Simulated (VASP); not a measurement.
Wanted: the native input for a VASP 6.6.1 run.

```yaml
Task: single point
Functional: PBE
Potentials_or_basis: VASP PAW PBE potentials, release 64 (Cu, O)
Cutoff: 520 eV
k_mesh: 16 × 16 × 16
Occupations: fermi-dirac, width 0.05 eV
Spin: no spin polarisation
Dipole_correction: no
Further_INCAR_settings: ALGO = Normal; EDIFF = 1e-06; NBANDS = 16
```

The structure of CuO (zincblende type) lies in POSCAR:

```
CuO
1.0
    0.0000000000      2.2389537069      2.2389537069
    2.2389537069      0.0000000000      2.2389537069
    2.2389537069      2.2389537069      0.0000000000
Cu O
1 1
Direct
    0.0000000000      0.0000000000      0.0000000000
    0.2500000000      0.2500000000      0.2500000000
```

One way to write it, as run:

INCAR

```
PREC = Accurate
ENCUT = 520
EDIFF = 1E-6
ISMEAR = -1
SIGMA = 0.05
LREAL = F
LASPH = T
NELM = 100
ALGO = Normal
ISIF = 2
LWAVE = F
LCHARG = F
GGA = PE
NBANDS = 16
```

KPOINTS

```
Automatic mesh
0
Gamma
  16 16 16
```

Potentials or basis: VASP PAW PBE potentials, release 64 (Cu, O).

Run with:

```sh
$ cat potpaw_PBE.64/Cu/POTCAR potpaw_PBE.64/O/POTCAR > POTCAR
$ mpirun -np 1 vasp_std > vasp.out
```

It gave:

The pressure is 5.2 GPa. The band gap on the k mesh is zero (an odd number of electrons rules out a gap without spin polarisation).

Caveat: the cell stands under pressure; an odd number of electrons without spin polarisation forces a metal; a magnetic or distorted state may lie lower; semilocal functionals often make such compounds metallic where correlation or magnetic order opens a gap, which also shifts bond lengths.

Wall time 42 s on 1 thread of Intel Xeon 6455B, with other jobs on the host, peak memory 0.17 GiB.
